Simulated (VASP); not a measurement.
# SiC (SiC (F-43m)) (F-43m) in VASP: single point with PBE

Aim: the single point of SiC (SiC (F-43m)) with PBE.

Program: VASP 6.6.1. These are calculated values, not measurements. Logs are shortened: lines on timing, memory, paths and dates and some standing lists are left out, and cuts for length are marked.

## 1. The cell of the first run

The structure is cubic, space group F-43m (No. 216). The conventional cell has a = 4.380 Å, b = 4.380 Å, c = 4.380 Å, α = 90.00°, β = 90.00°, γ = 90.00°. Si (site symmetry -43m) has 4 C at 1.90 Å within 2.5 Å. Within 2.5 Å of C (site symmetry -43m) lie 4 Si at 1.90 Å.

## 2. Single point, PBE

Contents of INCAR:

```
PREC = Accurate
ENCUT = 600
EDIFF = 1E-6
ISMEAR = 0
SIGMA = 0.01
LREAL = False
LASPH = True
NELM = 120
ALGO = Normal
ISIF = 2
LWAVE = False
LCHARG = False
GGA = PE
NBANDS = 26
GGA_COMPAT = False
```

Contents of KPOINTS:

```
Automatic mesh
0
Gamma
  3 3 3
```

Contents of POSCAR:

```
SiC
1.0
    4.3797050000      0.0000000000      0.0000000000
    0.0000000000      0.0000000000     -4.3797050000
    0.0000000000      4.3797050000      0.0000000000
Si C
4 4
Direct
    0.2500000000      0.2500000000      0.2500000000
    0.2500000000      0.7500000000      0.7500000000
    0.7500000000      0.2500000000      0.7500000000
    0.7500000000      0.7500000000      0.2500000000
    0.0000000000      0.0000000000      0.0000000000
    0.0000000000      0.5000000000      0.5000000000
    0.5000000000      0.0000000000      0.5000000000
    0.5000000000      0.5000000000      0.0000000000
```

Potentials or basis: VASP PAW PBE potentials, release 64 (Si, C).

Launch:

```bash
$ cat potpaw_PBE.64/Si/POTCAR potpaw_PBE.64/C/POTCAR > POTCAR
$ mpirun -np 1 vasp_std > vasp.out
```

OUTCAR:

```text
PREC = Accurate
   ENCUT = 600
   EDIFF = 1E-6
   ISMEAR = 0
   LREAL = False
   LASPH = True
   NELM = 120
   ISIF = 2
   GGA = PE

 ion  position               nearest neighbor table
   1  0.250  0.250  0.250-   5 1.90   6 1.90   7 1.90   8 1.90   3 3.10   4 3.10   2 3.10   2 3.10
                             3 3.10   2 3.10   4 3.10   2 3.10   3 3.10   4 3.10   3 3.10   4 3.10
   2  0.250  0.750  0.750-   5 1.90   6 1.90   7 1.90   8 1.90   3 3.10   4 3.10   1 3.10   1 3.10
                             4 3.10   1 3.10   3 3.10   1 3.10   3 3.10   4 3.10   4 3.10   3 3.10
   3  0.750  0.250  0.750-   5 1.90   6 1.90   7 1.90   8 1.90   2 3.10   4 3.10   1 3.10   1 3.10
                             4 3.10   2 3.10   4 3.10   4 3.10   1 3.10   2 3.10   1 3.10   2 3.10
   4  0.750  0.750  0.250-   5 1.90   6 1.90   7 1.90   8 1.90   2 3.10   3 3.10   1 3.10   2 3.10
                             3 3.10   1 3.10   3 3.10   3 3.10   1 3.10   2 3.10   2 3.10   1 3.10
   5  0.000  0.000  0.000-   1 1.90   2 1.90   3 1.90   4 1.90
   6  0.000  0.500  0.500-   1 1.90   2 1.90   3 1.90   4 1.90
   7  0.500  0.000  0.500-   1 1.90   2 1.90   3 1.90   4 1.90
   8  0.500  0.500  0.000-   1 1.90   2 1.90   3 1.90   4 1.90

  LATTYP: Found a simple cubic cell.
 ALAT       =     4.3797050000

  Lattice vectors:

 A1 = (   4.3797050000,   0.0000000000,   0.0000000000)
 A2 = (   0.0000000000,   0.0000000000,  -4.3797050000)
 A3 = (   0.0000000000,   4.3797050000,   0.0000000000)

Analysis of symmetry for initial positions (statically):
=====================================================================
 Subroutine PRICEL returns following result:

  LATTYP: Found a face centered cubic cell.
 ALAT       =     4.3797050000

  Lattice vectors:

 A1 = (   2.1898525000,   0.0000000000,   2.1898525000)
 A2 = (   2.1898525000,   2.1898525000,   0.0000000000)
 A3 = (   0.0000000000,   2.1898525000,   2.1898525000)

   4 primitive cells build up your supercell.

 Routine SETGRP: Setting up the symmetry group for a
 simple cubic supercell.

 Subroutine GETGRP returns: Found 24 space group operations
 (whereof 24 operations were pure point group operations)
 out of a pool of 48 trial point group operations.

The static configuration has the point symmetry T_d .

Analysis of symmetry for dynamics (positions and initial velocities):
=====================================================================
 Subroutine PRICEL returns following result:

  LATTYP: Found a face centered cubic cell.
 ALAT       =     4.3797050000

  Lattice vectors:

 A1 = (   2.1898525000,   0.0000000000,   2.1898525000)
 A2 = (   2.1898525000,   2.1898525000,   0.0000000000)
 A3 = (   0.0000000000,   2.1898525000,   2.1898525000)

   4 primitive cells build up your supercell.

 Routine SETGRP: Setting up the symmetry group for a
 simple cubic supercell.

 Subroutine GETGRP returns: Found 24 space group operations
 (whereof 24 operations were pure point group operations)
 out of a pool of 48 trial point group operations.

The dynamic configuration has the point symmetry T_d .

 Subroutine INISYM returns: Found 24 space group operations
 (whereof 24 operations are pure point group operations),
 and found     4 'primitive' translations

----------------------------------------------------------------------------------------

                                     Primitive cell

  volume of cell :      21.0027

  direct lattice vectors                    reciprocal lattice vectors
     2.189852500  0.000000000  2.189852500     0.228325880 -0.228325880  0.228325880
     2.189852500  2.189852500  0.000000000     0.228325880  0.228325880 -0.228325880
     0.000000000  2.189852500  2.189852500    -0.228325880  0.228325880  0.228325880

  length of vectors
     3.096919105  3.096919105  3.096919105     0.395472026  0.395472026  0.395472026

  position of ions in fractional coordinates (direct lattice)
     0.750000000  0.750000000  0.750000000
     0.000000000  0.000000000  0.000000000

  ion indices of the primitive-cell ions
   primitive index   ion index
                 1           1
                 2           5

----------------------------------------------------------------------------------------

 KPOINTS: Automatic mesh

Automatic generation of k-mesh.
 Grid dimensions read from file:
 generate k-points for:    3    3    3

 Generating k-lattice:

  Cartesian coordinates                     Fractional coordinates (reciprocal lattice)
     0.076108627  0.000000000  0.000000000     0.333333333  0.000000000  0.000000000
     0.000000000  0.000000000 -0.076108627     0.000000000  0.333333333  0.000000000
     0.000000000  0.076108627  0.000000000     0.000000000  0.000000000  0.333333333

  Length of vectors
     0.076108627  0.076108627  0.076108627

  Shift w.r.t. Gamma in fractional coordinates (k-lattice)
     0.000000000  0.000000000  0.000000000

 Subroutine IBZKPT returns following result:
 ===========================================

 Found      4 irreducible k-points:

 Following reciprocal coordinates:
            Coordinates               Weight
  0.000000  0.000000  0.000000      1.000000
  0.333333  0.000000  0.000000      6.000000
  0.333333  0.333333  0.000000     12.000000
  0.333333  0.333333  0.333333      8.000000
   k-points           NKPTS =      4   k-points in BZ     NKDIM =      4   number of bands    NBANDS=     26
   number of dos      NEDOS =    301   number of ions     NIONS =      8
   total plane-waves  NPLWV =  46656
   dimension x,y,z NGX =    36 NGY =   36 NGZ =   36
   dimension x,y,z NGXF=    72 NGYF=   72 NGZF=   72
   ions per type =               4   4
   NGX,Y,Z   is equivalent  to a cutoff of  13.66, 13.66, 13.66 a.u.
   NGXF,Y,Z  is equivalent  to a cutoff of  27.33, 27.33, 27.33 a.u.
 SYSTEM =  unknown system
   PREC   = accura    normal or accurate (medium, high low for compatibility)
   ISTART =      0    job   : 0-new  1-cont  2-samecut
   ICHARG =      2    charge: 1-file 2-atom 10-const
   ISPIN  =      1    spin polarized calculation?
   LNONCOLLINEAR =      F non collinear calculations
   LSORBIT =      F    spin-orbit coupling
   LASPH  =      T    aspherical Exc in radial PAW
   ENCUT  =  600.0 eV  44.10 Ry    6.64 a.u.   8.75  8.75  8.75*2*pi/ulx,y,z
   NELM   =    120;   NELMIN=  2; NELMDL= -5     # of ELM steps
   EDIFF  = 0.1E-05   stopping-criterion for ELM
   LREAL  =      F    real-space projection
   EDIFFG = 0.1E-04   stopping-criterion for IOM
   NSW    =      0    number of steps for IOM
   IBRION =     -1    ionic relax: 0-MD 1-quasi-New 2-CG
   NFREE  =      0    steps in history (QN), initial steepest desc. (CG)
   ISIF   =      2    stress and relaxation
   ISYM   =      2    0-nonsym 1-usesym 2-fastsym
   POTIM  = 0.5000    time-step for ionic-motion
   TEBEG  =    0.0;   TEEND  =   0.0 temperature during run
   PSTRESS=    0.0 pullay stress
   NELECT =      32.0000    total number of electrons
   NUPDOWN=      -1.0000    fix difference up-down
   EMIN   =  10.00;   EMAX   =-10.00  energy-range for DOS
   EFERMI =   0.00;   METHOD = LEGACY
   ISMEAR =     0;   SIGMA  =   0.01  broadening in eV -4-tet -1-fermi 0-gaus
   EFERMI_NEDOS =   21; number of points for ismear=-14 and -15
   IALGO  =     38    algorithm
   IMIX   =      4    mixing-type and parameters
     AMIX     =   0.40;   BMIX     =  1.00
     AMIX_MAG =   1.60;   BMIX_MAG =  1.00
  volume/ion in A,a.u.               =      10.50        70.87
  Fermi-wavevector in a.u.,A,eV,Ry     =   1.186716  2.242567 19.161000  1.408294
  Thomas-Fermi vector in A             =   2.322882
   LORBIT       =      0    0 simple, 1 ext, 2 COOP (PROOUT), +10 PAW based schemes
   GGA     = PE    functional components
   LHFCALC =     F    Hartree Fock is set to
   AEXX    =    0.0000 exact exchange contribution
   IVDW    =     0    specifies the selected vdW correction
   LEPSILON=     F    determine dielectric tensor
   LRPA    =     F    only Hartree local field effects (RPA)
 non-spin polarized calculation
 Gauss-broadening in eV      SIGMA  =   0.01
  energy-cutoff  :      600.00
  volume of cell :       84.01
 maximum number of plane-waves:      2806
 NGX is ok and might be reduce to    36
   NGX = 17   NGY = 17   NGZ = 17

 number of electron      32.0000000 magnetization

 Free energy of the ion-electron system (eV)
  ---------------------------------------------------
  ext. energy  EPLUGINS =         0.00000000
  ---------------------------------------------------
  free energy    TOTEN  =       -60.20210748 eV

  energy without entropy =      -60.20210748  energy(sigma->0) =      -60.20210748

 E-fermi :   8.0010     XC(G=0): -11.2890

 val. band max:        7.9480421540   @ k =   0.0000   0.0000   0.0000
 cond. band min:       9.3125645462   @ k =   0.0000   0.0000   0.0000
 fundamental gap:      1.3645223923
 Fermi energy:         8.0010176875

 k-point     1 :       0.0000    0.0000    0.0000
  band No.  band energies     occupation
      1      -7.3422      2.00000
      2      -2.3924      2.00000
      3      -2.3924      2.00000
      4      -2.3924      2.00000
      5       0.1959      2.00000
      6       0.1959      2.00000
      7       0.1959      2.00000
      8       4.7897      2.00000
      9       4.7897      2.00000
     10       4.7897      2.00000
     11       4.7897      2.00000
     12       4.7897      2.00000
     13       4.7897      2.00000
     14       7.9480      2.00000
     15       7.9480      2.00000
     16       7.9480      2.00000
     17       9.3126      0.00000
     18       9.3126      0.00000
     19       9.3126      0.00000
     20      12.2130      0.00000
     21      12.2130      0.00000
     22      12.2130      0.00000
     23      14.0057      0.00000
     24      15.1461      0.00000
     25      15.1461      0.00000
     26      15.1461      0.00000

 k-point     2 :       0.3333    0.0000    0.0000
  band No.  band energies     occupation
      1      -6.6312      2.00000
      2      -4.6011      2.00000
      3      -2.2286      2.00000
      4      -2.2286      2.00000
      5       0.6905      2.00000
      6       0.6905      2.00000
      7       2.9004      2.00000
      8       3.4932      2.00000
      9       3.4932      2.00000
     10       3.6155      2.00000
     11       3.6155      2.00000
     12       5.3630      2.00000
     13       5.3630      2.00000
     14       6.1457      2.00000
     15       6.8493      2.00000
     16       6.8493      2.00000
     17      10.5685      0.00000
     18      11.9212      0.00000
     19      11.9212      0.00000
     20      13.1004      0.00000
     21      13.4077      0.00000
     22      14.9496      0.00000
     23      14.9496      0.00000
     24      15.1528      0.00000
     25      16.8648      0.00000
     26      16.8648      0.00000

 k-point     3 :       0.3333    0.3333    0.0000
  band No.  band energies     occupation
      1      -5.9448      2.00000
      2      -4.0359      2.00000
      3      -4.0359      2.00000
      4      -2.7758      2.00000
      5       0.9426      2.00000
      6       2.0189      2.00000
      7       2.0189      2.00000
      8       2.3822      2.00000
      9       3.8858      2.00000
     10       3.8858      2.00000
     11       4.0566      2.00000
     12       5.5338      2.00000
     13       5.5509      2.00000
     14       5.5509      2.00000
     15       5.7920      2.00000
     16       7.5689      2.00000
     17      11.7450      0.00000
     18      12.8123      0.00000
     19      12.8123      0.00000
     20      14.8817      0.00000
     21      15.3945      0.00000
     22      15.6020      0.00000
     23      15.6020      0.00000
     24      15.9117      0.00000
     25      16.4052      0.00000
     26      16.4157      0.00000

 k-point     4 :       0.3333    0.3333    0.3333
  band No.  band energies     occupation
      1      -5.3025      2.00000
      2      -3.6855      2.00000
      3      -3.6855      2.00000
      4      -3.6855      2.00000
      5       0.2410      2.00000
      6       0.2410      2.00000
      7       0.2410      2.00000
      8       1.8168      2.00000
      9       5.1881      2.00000
     10       5.1881      2.00000
     11       5.1881      2.00000
     12       6.2087      2.00000
     13       6.2087      2.00000
     14       6.2087      2.00000
     15       7.1068      2.00000
     16       7.1068      2.00000
     17      12.7372      0.00000
     18      12.7372      0.00000
     19      12.7372      0.00000
     20      13.4977      0.00000
     21      15.5099      0.00000
     22      15.5099      0.00000
     23      15.6549      0.00000
     24      15.6549      0.00000
     25      15.6549      0.00000
     26      16.7198      0.00000

------------------------ aborting loop because EDIFF is reached ----------------------------------------

  FORCE on cell =-STRESS in cart. coord.  units (eV):
  Direction    XX          YY          ZZ          XY          YZ          ZX
  --------------------------------------------------------------------------------------
  -------------------------------------------------------------------------------------
  Total       -0.0797248     -0.0797248     -0.0797248      0.0000000      0.0000000     -0.0000000
  in kB       -1.5204404     -1.5204404     -1.5204404      0.0000000      0.0000000     -0.0000000
  external PRESSURE =      -1.5204404 kB  Pullay stress =       0.0000000 kB

 VOLUME and BASIS-vectors are now :
 -----------------------------------------------------------------------------
  energy-cutoff  :      600.00
  volume of cell :       84.01
      direct lattice vectors                 reciprocal lattice vectors
     4.379705000  0.000000000  0.000000000     0.228325880  0.000000000  0.000000000
     0.000000000  0.000000000 -4.379705000     0.000000000  0.000000000 -0.228325880
     0.000000000  4.379705000  0.000000000     0.000000000  0.228325880  0.000000000

 POSITION                                       TOTAL-FORCE (eV/Angst)
 -----------------------------------------------------------------------------------
      1.09493      1.09493     -1.09493         0.000000      0.000000     -0.000000
      1.09493      3.28478     -3.28478         0.000000      0.000000     -0.000000
      3.28478      3.28478     -1.09493         0.000000      0.000000     -0.000000
      3.28478      1.09493     -3.28478         0.000000      0.000000     -0.000000
      0.00000      0.00000      0.00000        -0.000000     -0.000000      0.000000
      0.00000      2.18985     -2.18985        -0.000000      0.000000      0.000000
      2.18985      2.18985      0.00000         0.000000     -0.000000     -0.000000
      2.18985      0.00000     -2.18985        -0.000000      0.000000      0.000000
 -----------------------------------------------------------------------------------
    total drift:                                0.000000      0.000000     -0.000000

  FREE ENERGIE OF THE ION-ELECTRON SYSTEM (eV)
  ---------------------------------------------------
  free  energy   TOTEN  =       -60.2021074810 eV

  energy  without entropy=      -60.2021074810  energy(sigma->0) =      -60.20210748
```

It took 9.6 s on 1 thread of Intel Xeon 6975P-C, shared host; peak memory 0.19 GiB.

What came out:

* Free energy: -60.2021 eV
* Pressure: -0.2 GPa
* Band gap on the k mesh: 1.36 eV

Levels at points of the mesh, in eV from the valence-band top:
```csv
k point,band 12,band 13,band 14,band 15,band 16,band 17,band 18,band 19,band 20,band 21
"(0.00, 0.00, 0.00)",-3.16,-3.16,0.00,0.00,0.00,1.36,1.36,1.36,4.26,4.26
```

Caveat: the k points lie up to 0.48 Å⁻¹ apart.
